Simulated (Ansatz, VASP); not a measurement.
**LiCl: VASP beside Ansatz**

```
Li Cl
1.0
     2.46962   -1.83782    0.00000
     2.46962    1.83782    0.00000
    -1.83884    0.00000    5.28335
Li Cl
2 2
Direct
  0.49011 0.82239 0.64647
  0.82239 0.49011 0.14647
  0.17761 0.50989 0.85353
  0.50989 0.17761 0.35353
```

Alike in both runs: task single point; functional PBE; k mesh 6 × 6 × 4; occupations gaussian, width 0.1 eV; no spin polarisation.

```csv
,VASP,Ansatz
version,VASP 6.6.1,Ansatz 0.2.0
potentials or method,"VASP PAW PBE potentials, release 64 (Li_sv, Cl), cutoff 520 eV","scalar-relativistic, plane waves, PAW"
valence electrons in the cell,20,20
```

|  | VASP | Ansatz | Ansatz less VASP |
| --- | --- | --- | --- |
| gap on the k mesh at the Fermi level (eV) | 5.12 | 5.09 | -0.027 |
| least direct gap on the mesh (eV) | 6.27 | 6.24 | -0.026 |
| rms of the force components (eV/Å) | 0.195 | 0.194 | -0.0018 |

Atom by atom the forces differ by 0.002 eV/Å (rms over components). The functional is the same, so the differences come from potentials, cutoffs and numerics.

Noted on VASP's run: the cutoff is short for stress, so the pressure is rough.
